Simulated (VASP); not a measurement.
# MoS2 (P2_1/m) in VASP: single point with PBE+D3(BJ)

Aim: the single point of MoS2 with PBE+D3(BJ).

Program: VASP 6.6.1. These are calculated values, not measurements. Logs are shortened: lines on timing, memory, paths and dates and some standing lists are left out, and cuts for length are marked.

**1. The cell of the first run**

The structure is monoclinic, space group P2_1/m (No. 11). Conventional cell: a = 3.175 Å, b = 12.192 Å, c = 3.175 Å, α = 90.00°, β = 120.00°, γ = 90.00°. Mo (site symmetry m) has 6 S at 2.42 Å and 6 Mo at 3.18 Å within 3.2 Å. S (site symmetry 1) has 3 Mo at 2.42 Å and 7 S at 3.16 to 3.18 Å within 3.2 Å.

**2. Single point, PBE+D3(BJ)**

The input, INCAR:

```
SYSTEM = MoS2
PREC = Accurate
ENCUT = 520
EDIFF = 1E-6
ISMEAR = 0
SIGMA = 0.05
LREAL = .False.
LASPH = .True.
NELM = 80
ALGO = Normal
ISIF = 2
LWAVE = .False.
LCHARG = .False.
GGA = PE
IVDW = 12
NBANDS = 35
```

The input, KPOINTS:

```
regular mesh
0
Gamma
  12 12 4
  0 0 0
```

The input, POSCAR:

```
MoS2
1.0
    3.1754976126      0.0000000000      0.0000000000
   -1.5877488063      2.7500616022      0.0000000000
    0.0000000000      0.0000000000     12.1921287081
Mo S
2 4
Direct
    0.2592547420      0.6666666667      0.2500000000
    0.7407452580      0.3333333333      0.7500000000
    0.4069057449      0.6666666667      0.6204968003
    0.5930942551      0.3333333333      0.1204968003
    0.4069057449      0.6666666667      0.8795031997
    0.5930942551      0.3333333333      0.3795031997
```

Potentials or basis: VASP PAW PBE potentials, release 64 (Mo_sv, S).

Launch:

```sh
cat potpaw_PBE.64/Mo_sv/POTCAR potpaw_PBE.64/S/POTCAR > POTCAR
mpirun -np 1 vasp_std > vasp.out
```

OUTCAR:

```text
SYSTEM = MoS2
   PREC = Accurate
   ENCUT = 520
   EDIFF = 1E-6
   ISMEAR = 0
   LREAL = .False.
   LASPH = .True.
   NELM = 80
   ISIF = 2
   GGA = PE
   IVDW = 12
 IVDW          = 12

 ion  position               nearest neighbor table
   1  0.259  0.667  0.250-   4 2.42   6 2.42   4 2.42   6 2.42   4 2.42   6 2.42
   2  0.741  0.333  0.750-   3 2.42   5 2.42   3 2.42   5 2.42   3 2.42   5 2.42
   3  0.407  0.667  0.620-   2 2.42   2 2.42   2 2.42
   4  0.593  0.333  0.120-   1 2.42   1 2.42   1 2.42
   5  0.407  0.667  0.880-   2 2.42   2 2.42   2 2.42
   6  0.593  0.333  0.380-   1 2.42   1 2.42   1 2.42

  LATTYP: Found a hexagonal cell.
 ALAT       =     3.1754976126
 C/A-ratio  =     3.8394387890

  Lattice vectors:

 A1 = (   3.1754976126,   0.0000000000,   0.0000000000)
 A2 = (  -1.5877488063,   2.7500616022,   0.0000000000)
 A3 = (   0.0000000000,   0.0000000000,  12.1921287081)

Analysis of symmetry for initial positions (statically):
=====================================================================
 Subroutine PRICEL returns:
 Original cell was already a primitive cell.

 Routine SETGRP: Setting up the symmetry group for a
 hexagonal supercell.

 Subroutine GETGRP returns: Found  4 space group operations
 (whereof  2 operations were pure point group operations)
 out of a pool of 24 trial point group operations.

The static configuration has the point symmetry S_2 .
 The point group associated with its full space group is C_2h.

Analysis of symmetry for dynamics (positions and initial velocities):
=====================================================================
 Subroutine PRICEL returns:
 Original cell was already a primitive cell.

 Routine SETGRP: Setting up the symmetry group for a
 hexagonal supercell.

 Subroutine GETGRP returns: Found  4 space group operations
 (whereof  2 operations were pure point group operations)
 out of a pool of 24 trial point group operations.

The dynamic configuration has the point symmetry S_2 .
 The point group associated with its full space group is C_2h.

 Subroutine INISYM returns: Found  4 space group operations
 (whereof  2 operations are pure point group operations),
 and found     1 'primitive' translations

----------------------------------------------------------------------------------------

                                     Primitive cell

  volume of cell :     106.4716

  direct lattice vectors                    reciprocal lattice vectors
     3.175497613  0.000000000  0.000000000     0.314911274  0.181814109  0.000000000
    -1.587748806  2.750061602  0.000000000     0.000000000  0.363628218  0.000000000
     0.000000000  0.000000000 12.192128708     0.000000000  0.000000000  0.082020132

  length of vectors
     3.175497613  3.175497613 12.192128708     0.363628218  0.363628218  0.082020132

  position of ions in fractional coordinates (direct lattice)
     0.259254742  0.666666667  0.250000000
     0.740745258  0.333333333  0.750000000
     0.406905745  0.666666667  0.620496800
     0.593094255  0.333333333  0.120496800
     0.406905745  0.666666667  0.879503200
     0.593094255  0.333333333  0.379503200

  ion indices of the primitive-cell ions
   primitive index   ion index
                 1           1
                 2           2
                 3           3
                 4           4
                 5           5
                 6           6

----------------------------------------------------------------------------------------

 KPOINTS: regular mesh

Automatic generation of k-mesh.
 Grid dimensions read from file:
 generate k-points for:   12   12    4

 Generating k-lattice:

  Cartesian coordinates                     Fractional coordinates (reciprocal lattice)
     0.026242606  0.015151176  0.000000000     0.083333333 -0.000000000  0.000000000
     0.000000000  0.030302352  0.000000000     0.000000000  0.083333333  0.000000000
     0.000000000  0.000000000  0.020505033     0.000000000  0.000000000  0.250000000

  Length of vectors
     0.030302352  0.030302352  0.020505033

  Shift w.r.t. Gamma in fractional coordinates (k-lattice)
     0.000000000  0.000000000  0.000000000

 Subroutine IBZKPT returns following result:
 ===========================================

 Found    222 irreducible k-points:

 Following reciprocal coordinates:
            Coordinates               Weight
  0.000000  0.000000  0.000000      1.000000
  0.083333 -0.000000  0.000000      2.000000
  0.000000  0.083333  0.000000      2.000000
 -0.083333  0.083333  0.000000      2.000000
  0.166667  0.000000  0.000000      2.000000
  0.000000  0.166667  0.000000      2.000000
[... 16 lines left out ...]
  0.166667  0.083333  0.000000      2.000000
 -0.083333  0.250000  0.000000      2.000000
 [... further k-points ...]
   k-points           NKPTS =    222   k-points in BZ     NKDIM =    222   number of bands    NBANDS=     35
   number of dos      NEDOS =    301   number of ions     NIONS =      6
   total plane-waves  NPLWV =  55296
   dimension x,y,z NGX =    24 NGY =   24 NGZ =   96
   dimension x,y,z NGXF=    48 NGYF=   48 NGZF=  192
   ions per type =               2   4
   NGX,Y,Z   is equivalent  to a cutoff of  12.56, 12.56, 13.09 a.u.
   NGXF,Y,Z  is equivalent  to a cutoff of  25.13, 25.13, 26.18 a.u.
 SYSTEM =  MoS2
   PREC   = accura    normal or accurate (medium, high low for compatibility)
   ISTART =      0    job   : 0-new  1-cont  2-samecut
   ICHARG =      2    charge: 1-file 2-atom 10-const
   ISPIN  =      1    spin polarized calculation?
   LNONCOLLINEAR =      F non collinear calculations
   LSORBIT =      F    spin-orbit coupling
   LASPH  =      T    aspherical Exc in radial PAW
   ENCUT  =  520.0 eV  38.22 Ry    6.18 a.u.   5.90  5.90 22.67*2*pi/ulx,y,z
   NELM   =     80;   NELMIN=  2; NELMDL= -5     # of ELM steps
   EDIFF  = 0.1E-05   stopping-criterion for ELM
   LREAL  =      F    real-space projection
   EDIFFG = 0.1E-04   stopping-criterion for IOM
   NSW    =      0    number of steps for IOM
   IBRION =     -1    ionic relax: 0-MD 1-quasi-New 2-CG
   NFREE  =      0    steps in history (QN), initial steepest desc. (CG)
   ISIF   =      2    stress and relaxation
   ISYM   =      2    0-nonsym 1-usesym 2-fastsym
   POTIM  = 0.5000    time-step for ionic-motion
   TEBEG  =    0.0;   TEEND  =   0.0 temperature during run
   PSTRESS=    0.0 pullay stress
   NELECT =      52.0000    total number of electrons
   NUPDOWN=      -1.0000    fix difference up-down
   EMIN   =  10.00;   EMAX   =-10.00  energy-range for DOS
   EFERMI =   0.00;   METHOD = LEGACY
   ISMEAR =     0;   SIGMA  =   0.05  broadening in eV -4-tet -1-fermi 0-gaus
   EFERMI_NEDOS =   21; number of points for ismear=-14 and -15
   IALGO  =     38    algorithm
   IMIX   =      4    mixing-type and parameters
     AMIX     =   0.40;   BMIX     =  1.00
     AMIX_MAG =   1.60;   BMIX_MAG =  1.00
  volume/ion in A,a.u.               =      17.75       119.75
  Fermi-wavevector in a.u.,A,eV,Ry     =   1.289233  2.436297 22.614534  1.662121
  Thomas-Fermi vector in A             =   2.421138
   LORBIT       =      0    0 simple, 1 ext, 2 COOP (PROOUT), +10 PAW based schemes
   GGA     = PE    functional components
   LHFCALC =     F    Hartree Fock is set to
   AEXX    =    0.0000 exact exchange contribution
   IVDW    =    12    specifies the selected vdW correction
   LEPSILON=     F    determine dielectric tensor
   LRPA    =     F    only Hartree local field effects (RPA)
 non-spin polarized calculation
 Gauss-broadening in eV      SIGMA  =   0.05
  energy-cutoff  :      520.00
  volume of cell :      106.47
 maximum number of plane-waves:      2892
   NGX = 11   NGY = 11   NGZ = 45

 number of electron      51.9999998 magnetization

 Free energy of the ion-electron system (eV)
  ---------------------------------------------------
  ext. energy  EPLUGINS =         0.00000000
  ---------------------------------------------------
  free energy    TOTEN  =       -43.54522802 eV

  energy without entropy =      -43.54522802  energy(sigma->0) =      -43.54522802

 E-fermi :   8.0344     XC(G=0): -10.8863

 val. band max:        7.6175820967   @ k =   0.0000   0.0000   0.0000
 cond. band min:       8.4219098572   @ k =  -0.1667   0.3333   0.0000
 fundamental gap:      0.8043277605
 Fermi energy:         8.0343750467

 k-point     1 :       0.0000    0.0000    0.0000
  band No.  band energies     occupation
      1     -53.9330      2.00000
      2     -53.9330      2.00000
      3     -28.0743      2.00000
      4     -28.0742      2.00000
      5     -27.8588      2.00000
      6     -27.8588      2.00000
[... 27 lines left out ...]
     34      10.0209      0.00000
     35      13.1303      0.00000

 k-point     2 :       0.0833   -0.0000    0.0000
  band No.  band energies     occupation
      1     -53.9304      2.00000
      2     -53.9304      2.00000
      3     -28.0693      2.00000
      4     -28.0692      2.00000
      5     -27.8846      2.00000
      6     -27.8846      2.00000
[... 27 lines left out ...]
     34       9.9204      0.00000
     35      13.6342      0.00000

 k-point     3 :       0.0000    0.0833    0.0000
  band No.  band energies     occupation
      1     -53.9304      2.00000
      2     -53.9304      2.00000
      3     -28.0693      2.00000
      4     -28.0692      2.00000
      5     -27.8840      2.00000
      6     -27.8840      2.00000
[... 27 lines left out ...]
     34       9.8835      0.00000
     35      13.6166      0.00000

 k-point     4 :      -0.0833    0.0833    0.0000
  band No.  band energies     occupation
      1     -53.9304      2.00000
      2     -53.9304      2.00000
      3     -28.0693      2.00000
      4     -28.0692      2.00000
      5     -27.8838      2.00000
      6     -27.8838      2.00000
[... 27 lines left out ...]
     34       9.9025      0.00000
     35      13.6106      0.00000

 k-point     5 :       0.1667    0.0000    0.0000
  band No.  band energies     occupation
      1     -53.9235      2.00000
      2     -53.9234      2.00000
      3     -28.0555      2.00000
      4     -28.0555      2.00000
      5     -27.9547      2.00000
      6     -27.9547      2.00000
[... 638 lines left out ...]
 k-point    22 :      -0.1667    0.0833    0.0000
  band No.  band energies     occupation
      1     -53.9257      2.00000
      2     -53.9257      2.00000
      3     -28.0599      2.00000
      4     -28.0598      2.00000
      5     -27.9309      2.00000
      6     -27.9309      2.00000
[... 27 lines left out ...]
     34      10.2428      0.00000
     35      14.3972      0.00000

 k-point    23 :       0.1667    0.0833    0.0000
  band No.  band energies     occupation
      1     -53.9174      2.00000
      2     -53.9174      2.00000
      3     -28.0436      2.00000
      4     -28.0435      2.00000
      5     -28.0101      2.00000
      6     -28.0101      2.00000
[... 27 lines left out ...]
     34      10.8490      0.00000
     35      15.1292      0.00000

 k-point    24 :      -0.0833    0.2500    0.0000
  band No.  band energies     occupation
      1     -53.9174      2.00000
      2     -53.9174      2.00000
      3     -28.0437      2.00000
      4     -28.0436      2.00000
      5     -28.0091      2.00000
      6     -28.0091      2.00000
[... 27 lines left out ...]
     34      10.7266      0.00000
     35      15.2327      0.00000

 [... further k-points ...]

------------------------ aborting loop because EDIFF is reached ----------------------------------------

 Edisp (eV)   -2.55828

 E8    (eV) :    -1.0316

  FORCE on cell =-STRESS in cart. coord.  units (eV):
  Direction    XX          YY          ZZ          XY          YZ          ZX
  --------------------------------------------------------------------------------------
  -------------------------------------------------------------------------------------
  Total      -2.40601    -2.31311    -2.46948    -0.08375     0.00000     0.00000
  in kB     -36.20543   -34.80757   -37.16052    -1.26032     0.00000     0.00000
  external pressure =      -36.06 kB  Pullay stress =        0.00 kB

 VOLUME and BASIS-vectors are now :
 -----------------------------------------------------------------------------
  energy-cutoff  :      520.00
  volume of cell :      106.47
      direct lattice vectors                 reciprocal lattice vectors
     3.175497613  0.000000000  0.000000000     0.314911274  0.181814109  0.000000000
    -1.587748806  2.750061602  0.000000000     0.000000000  0.363628218  0.000000000
     0.000000000  0.000000000 12.192128708     0.000000000  0.000000000  0.082020132

 POSITION                                       TOTAL-FORCE (eV/Angst)
 -----------------------------------------------------------------------------------
     -0.23524      1.83337      3.04803         0.087884     -0.012082      0.000000
      1.82299      0.91669      9.14410        -0.087884      0.012082     -0.000000
      0.23363      1.83337      7.56518        -0.026973      0.025710      0.440317
      1.35412      0.91669      1.46911         0.026973     -0.025710      0.440317
      0.23363      1.83337     10.72302        -0.026973      0.025710     -0.440317
      1.35412      0.91669      4.62695         0.026973     -0.025710     -0.440317
 -----------------------------------------------------------------------------------
    total drift:                                0.000000      0.000000     -0.000000

  FREE ENERGIE OF THE ION-ELECTRON SYSTEM (eV)
  ---------------------------------------------------
  free  energy   TOTEN  =       -46.1035092504 eV

  energy  without entropy=      -46.1035092504  energy(sigma->0) =      -46.10350925
```

Wall time 10 min (1 thread of Intel Xeon Platinum 8488C (Sapphire Rapids), shared host); peak memory 0.7 GiB.

What came out:

```yaml
Free_energy: -46.1035 eV
Pressure: -3.6 GPa
Largest_force: 0.442 eV/Å
Band_gap_on_the_k_mesh: 0.80 eV, indirect (least direct gap 1.66 eV)
Dispersion_energy_per_atom: -0.426 eV
```

Forces on the atoms (eV/Å):
```
Mo   0.088 -0.012  0.000
Mo  -0.088  0.012  0.000
S   -0.027  0.026  0.440
S    0.027 -0.026  0.440
S   -0.027  0.026 -0.440
S    0.027 -0.026 -0.440
```
